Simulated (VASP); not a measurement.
# HfB (Fm-3m) in VASP: single point with PBE

Aim: the single point of HfB with PBE.

All numbers are computed with VASP 6.6.1; they aren't measurements. Logs are shortened: lines on timing, memory, paths and dates and some standing lists are left out, and cuts for length are marked.

## Step 1: The cell of the first run

The structure is cubic, space group Fm-3m (No. 225). Conventional cell: a = 4.620 Å, b = 4.620 Å, c = 4.620 Å, α = 90.00°, β = 90.00°, γ = 90.00°. Hf (site symmetry m-3m) has 6 B at 2.31 Å within 3.1 Å. B (site symmetry m-3m) has 6 Hf at 2.31 Å within 3.1 Å.

## Step 2: Single point, PBE

Input file INCAR:

```
SYSTEM = HfB
ALGO = Normal ; EDIFF = 1E-7
ENCUT = 520 ; GGA = PE
ISIF = 2 ; ISMEAR = 0
LASPH = .True. ; LCHARG = .True.
LELF = .True. ; LREAL = .False.
LVHAR = .True. ; LWAVE = .False.
NBANDS = 14 ; NELM = 60
PREC = Accurate ; SIGMA = 0.05
```

Input file KPOINTS:

```
k-points
0
Gamma
  12 12 12
  0 0 0
```

Input file POSCAR:

```
HfB
1.0
    0.0000000000      2.3100000000      2.3100000000
    2.3100000000      0.0000000000      2.3100000000
    2.3100000000      2.3100000000      0.0000000000
Hf B
1 1
Direct
    0.5000000000      0.5000000000      0.5000000000
    0.0000000000      0.0000000000      0.0000000000
```

Potentials or basis: VASP PAW PBE potentials, release 64 (Hf_pv, B).

Command:

```bash
$ cat potpaw_PBE.64/Hf_pv/POTCAR potpaw_PBE.64/B/POTCAR > POTCAR
$ mpirun -np 1 vasp_std > vasp.out
```

OUTCAR:

```text
SYSTEM = HfB
   EDIFF = 1E-7
   ENCUT = 520
   GGA = PE
   ISIF = 2
   ISMEAR = 0
   LASPH = .True.
   LREAL = .False.
   NELM = 60
   PREC = Accurate

 ion  position               nearest neighbor table
   1  0.500  0.500  0.500-   2 2.31   2 2.31   2 2.31   2 2.31   2 2.31   2 2.31
   2  0.000  0.000  0.000-   1 2.31   1 2.31   1 2.31   1 2.31   1 2.31   1 2.31

  LATTYP: Found a face centered cubic cell.
 ALAT       =     4.6200000000

  Lattice vectors:

 A1 = (   0.0000000000,   2.3100000000,   2.3100000000)
 A2 = (   2.3100000000,   0.0000000000,   2.3100000000)
 A3 = (   2.3100000000,   2.3100000000,   0.0000000000)

Analysis of symmetry for initial positions (statically):
=====================================================================
 Subroutine PRICEL returns:
 Original cell was already a primitive cell.

 Routine SETGRP: Setting up the symmetry group for a
 face centered cubic supercell.

 Subroutine GETGRP returns: Found 48 space group operations
 (whereof 48 operations were pure point group operations)
 out of a pool of 48 trial point group operations.

The static configuration has the point symmetry O_h .

Analysis of symmetry for dynamics (positions and initial velocities):
=====================================================================
 Subroutine PRICEL returns:
 Original cell was already a primitive cell.

 Routine SETGRP: Setting up the symmetry group for a
 face centered cubic supercell.

 Subroutine GETGRP returns: Found 48 space group operations
 (whereof 48 operations were pure point group operations)
 out of a pool of 48 trial point group operations.

The dynamic configuration has the point symmetry O_h .

 Subroutine INISYM returns: Found 48 space group operations
 (whereof 48 operations are pure point group operations),
 and found     1 'primitive' translations

----------------------------------------------------------------------------------------

                                     Primitive cell

  volume of cell :      24.6528

  direct lattice vectors                    reciprocal lattice vectors
     0.000000000  2.310000000  2.310000000    -0.216450216  0.216450216  0.216450216
     2.310000000  0.000000000  2.310000000     0.216450216 -0.216450216  0.216450216
     2.310000000  2.310000000  0.000000000     0.216450216  0.216450216 -0.216450216

  length of vectors
     3.266833329  3.266833329  3.266833329     0.374902772  0.374902772  0.374902772

  position of ions in fractional coordinates (direct lattice)
     0.500000000  0.500000000  0.500000000
     0.000000000  0.000000000  0.000000000

  ion indices of the primitive-cell ions
   primitive index   ion index
                 1           1
                 2           2

----------------------------------------------------------------------------------------

 KPOINTS: k-points

Automatic generation of k-mesh.
 Grid dimensions read from file:
 generate k-points for:   12   12   12

 Generating k-lattice:

  Cartesian coordinates                     Fractional coordinates (reciprocal lattice)
    -0.018037518  0.018037518  0.018037518     0.083333333  0.000000000  0.000000000
     0.018037518 -0.018037518  0.018037518     0.000000000  0.083333333  0.000000000
     0.018037518  0.018037518 -0.018037518     0.000000000  0.000000000  0.083333333

  Length of vectors
     0.031241898  0.031241898  0.031241898

  Shift w.r.t. Gamma in fractional coordinates (k-lattice)
     0.000000000  0.000000000  0.000000000

 Subroutine IBZKPT returns following result:
 ===========================================

 Found     72 irreducible k-points:

 Following reciprocal coordinates:
            Coordinates               Weight
  0.000000  0.000000  0.000000      1.000000
  0.083333  0.000000  0.000000      8.000000
  0.166667  0.000000  0.000000      8.000000
  0.250000  0.000000  0.000000      8.000000
  0.333333  0.000000  0.000000      8.000000
  0.416667  0.000000  0.000000      8.000000
[... 16 lines left out ...]
  0.500000  0.166667  0.000000     24.000000
 -0.416667  0.166667  0.000000     24.000000
 [... further k-points ...]
   k-points           NKPTS =     72   k-points in BZ     NKDIM =     72   number of bands    NBANDS=     14
   number of dos      NEDOS =    301   number of ions     NIONS =      2
   total plane-waves  NPLWV =  13824
   dimension x,y,z NGX =    24 NGY =   24 NGZ =   24
   dimension x,y,z NGXF=    48 NGYF=   48 NGZF=   48
   ions per type =               1   1
   NGX,Y,Z   is equivalent  to a cutoff of  12.21, 12.21, 12.21 a.u.
   NGXF,Y,Z  is equivalent  to a cutoff of  24.43, 24.43, 24.43 a.u.
 SYSTEM =  HfB
   PREC   = accura    normal or accurate (medium, high low for compatibility)
   ISTART =      0    job   : 0-new  1-cont  2-samecut
   ICHARG =      2    charge: 1-file 2-atom 10-const
   ISPIN  =      1    spin polarized calculation?
   LNONCOLLINEAR =      F non collinear calculations
   LSORBIT =      F    spin-orbit coupling
   LASPH  =      T    aspherical Exc in radial PAW
   ENCUT  =  520.0 eV  38.22 Ry    6.18 a.u.   6.07  6.07  6.07*2*pi/ulx,y,z
   NELM   =     60;   NELMIN=  2; NELMDL= -5     # of ELM steps
   EDIFF  = 0.1E-06   stopping-criterion for ELM
   LREAL  =      F    real-space projection
   EDIFFG = 0.1E-05   stopping-criterion for IOM
   NSW    =      0    number of steps for IOM
   IBRION =     -1    ionic relax: 0-MD 1-quasi-New 2-CG
   NFREE  =      0    steps in history (QN), initial steepest desc. (CG)
   ISIF   =      2    stress and relaxation
   ISYM   =      2    0-nonsym 1-usesym 2-fastsym
   POTIM  = 0.5000    time-step for ionic-motion
   TEBEG  =    0.0;   TEEND  =   0.0 temperature during run
   PSTRESS=    0.0 pullay stress
   NELECT =      13.0000    total number of electrons
   NUPDOWN=      -1.0000    fix difference up-down
   EMIN   =  10.00;   EMAX   =-10.00  energy-range for DOS
   EFERMI =   0.00;   METHOD = LEGACY
   ISMEAR =     0;   SIGMA  =   0.05  broadening in eV -4-tet -1-fermi 0-gaus
   EFERMI_NEDOS =   21; number of points for ismear=-14 and -15
   IALGO  =     38    algorithm
   IMIX   =      4    mixing-type and parameters
     AMIX     =   0.40;   BMIX     =  1.00
     AMIX_MAG =   1.60;   BMIX_MAG =  1.00
  volume/ion in A,a.u.               =      12.33        83.18
  Fermi-wavevector in a.u.,A,eV,Ry     =   1.322617  2.499383 23.800871  1.749315
  Thomas-Fermi vector in A             =   2.452285
   LORBIT       =      0    0 simple, 1 ext, 2 COOP (PROOUT), +10 PAW based schemes
   GGA     = PE    functional components
   LHFCALC =     F    Hartree Fock is set to
   AEXX    =    0.0000 exact exchange contribution
   IVDW    =     0    specifies the selected vdW correction
   LEPSILON=     F    determine dielectric tensor
   LRPA    =     F    only Hartree local field effects (RPA)
 non-spin polarized calculation
 Gauss-broadening in eV      SIGMA  =   0.05
  energy-cutoff  :      520.00
  volume of cell :       24.65
 maximum number of plane-waves:       684
   NGX = 13   NGY = 13   NGZ = 13

 number of electron      13.0000002 magnetization

 Free energy of the ion-electron system (eV)
  ---------------------------------------------------
  ext. energy  EPLUGINS =         0.00000000
  ---------------------------------------------------
  free energy    TOTEN  =       -17.15743127 eV

  energy without entropy =      -17.15652300  energy(sigma->0) =      -17.15697713

 E-fermi :   5.1278     XC(G=0): -12.3029

 val. band max:        5.1064366595   @ k =   0.2500   0.0833   0.0000
 cond. band min:       5.1367807746   @ k =   0.5000   0.2500   0.0000
 fundamental gap:      0.0303441151
 Fermi energy:         5.1278145188

 k-point     1 :       0.0000    0.0000    0.0000
  band No.  band energies     occupation
      1     -23.1733      2.00000
      2     -23.1733      2.00000
      3     -23.1733      2.00000
      4      -4.4461      2.00000
      5       7.3266      0.00000
      6       7.3266      0.00000
      7       7.3266      0.00000
      8       9.0871      0.00000
      9       9.0871      0.00000
     10       9.0871      0.00000
     11       9.3528      0.00000
     12       9.3528      0.00000
     13      16.8018      0.00000
     14      18.1406      0.00000

 k-point     2 :       0.0833    0.0000    0.0000
  band No.  band energies     occupation
      1     -23.2258      2.00000
      2     -23.1786      2.00000
      3     -23.1786      2.00000
      4      -4.2447      2.00000
      5       6.6464      0.00000
      6       7.1229      0.00000
      7       7.1229      0.00000
      8       8.0891      0.00000
      9       8.0891      0.00000
     10       9.4455      0.00000
     11      10.9590      0.00000
     12      10.9590      0.00000
     13      17.3182      0.00000
     14      18.3665      0.00000

 k-point     3 :       0.1667    0.0000    0.0000
  band No.  band energies     occupation
      1     -23.3661      2.00000
      2     -23.1930      2.00000
      3     -23.1930      2.00000
      4      -3.6695      2.00000
      5       5.4092      0.00000
      6       6.0914      0.00000
      7       6.0914      0.00000
      8       8.3574      0.00000
      9       8.3574      0.00000
     10       9.8902      0.00000
     11      12.9072      0.00000
     12      12.9072      0.00000
     13      18.6273      0.00000
     14      18.8959      0.00000
[... 324 lines left out ...]
 k-point    23 :       0.5000    0.1667    0.0000
  band No.  band energies     occupation
      1     -23.8280      2.00000
      2     -23.3637      2.00000
      3     -23.2973      2.00000
      4      -0.1399      2.00000
      5       1.4334      2.00000
      6       3.9168      2.00000
      7       4.3920      2.00000
      8       9.7158      0.00000
      9      11.9179      0.00000
     10      12.5889      0.00000
     11      15.7195      0.00000
     12      16.6774      0.00000
     13      18.9025      0.00000
     14      20.2824      0.00000

 k-point    24 :      -0.4167    0.1667    0.0000
  band No.  band energies     occupation
      1     -23.8345      2.00000
      2     -23.3893      2.00000
      3     -23.2792      2.00000
      4       0.3733      2.00000
      5       0.9496      2.00000
      6       3.9261      2.00000
      7       4.1244      2.00000
      8      10.8927      0.00000
      9      11.2603      0.00000
     10      12.0987      0.00000
     11      15.9815      0.00000
     12      17.0279      0.00000
     13      18.3690      0.00000
     14      20.3037      0.00000

 [... further k-points ...]

------------------------ aborting loop because EDIFF is reached ----------------------------------------

  FORCE on cell =-STRESS in cart. coord.  units (eV):
  Direction    XX          YY          ZZ          XY          YZ          ZX
  --------------------------------------------------------------------------------------
  -------------------------------------------------------------------------------------
  Total        4.7299705      4.7299705      4.7299705     -0.0000000     -0.0000000      0.0000000
  in kB      307.3994438    307.3994438    307.3994438     -0.0000000     -0.0000000      0.0000000
  external PRESSURE =     307.3994438 kB  Pullay stress =       0.0000000 kB

 VOLUME and BASIS-vectors are now :
 -----------------------------------------------------------------------------
  energy-cutoff  :      520.00
  volume of cell :       24.65
      direct lattice vectors                 reciprocal lattice vectors
     0.000000000  2.310000000  2.310000000    -0.216450216  0.216450216  0.216450216
     2.310000000  0.000000000  2.310000000     0.216450216 -0.216450216  0.216450216
     2.310000000  2.310000000  0.000000000     0.216450216  0.216450216 -0.216450216

 POSITION                                       TOTAL-FORCE (eV/Angst)
 -----------------------------------------------------------------------------------
      2.31000      2.31000      2.31000         0.000000     -0.000000      0.000000
      0.00000      0.00000      0.00000         0.000000      0.000000     -0.000000
 -----------------------------------------------------------------------------------
    total drift:                               -0.000000     -0.000000      0.000000

  FREE ENERGIE OF THE ION-ELECTRON SYSTEM (eV)
  ---------------------------------------------------
  free  energy   TOTEN  =       -17.1574312724 eV

  energy  without entropy=      -17.1565229951  energy(sigma->0) =      -17.15697713
```

It took 43 s on 1 thread of AMD EPYC 7R13, shared host; peak memory 0.13 GiB.

Results:

```
Free energy : -17.1574 eV
Pressure    : 30.7 GPa
```

Caveat: spin-orbit coupling is left out, which moves the levels of the heavy elements.
